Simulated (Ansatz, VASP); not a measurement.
# One calculation of H2Pb, two programs

```
Pb H
1.0
    11.65000    0.00000    0.00000
     0.00000    9.00000    0.00000
     0.00000    0.00000   10.33000
Pb H
1 2
Direct
  0.49982 0.50000 0.43562
  0.61337 0.50000 0.56457
  0.38627 0.50000 0.56457
```

Alike in both runs: task single point; functional PBE; k mesh 1 × 1 × 1; occupations gaussian, width 0.01 eV; non-collinear spin, spin-orbit coupling.

```csv
,VASP,Ansatz
version,VASP 6.6.1,Ansatz 0.2.0
potentials or method,"VASP PAW PBE potentials, release 64 (Pb_d, H_h), cutoff 910 eV","plane waves, PAW"
valence electrons in the cell,16,16
```

|  | VASP | Ansatz | Ansatz less VASP |
| --- | --- | --- | --- |
| rms of the force components (eV/Å) | 0.116 | 0.144 | +0.0284 |
| net moment per atom (μB) | 0.00 | 0.00 | 0.000 |

Atom by atom the forces differ by 0.028 eV/Å (rms over components). Ansatz's warnings: xc potential rough in thin density.
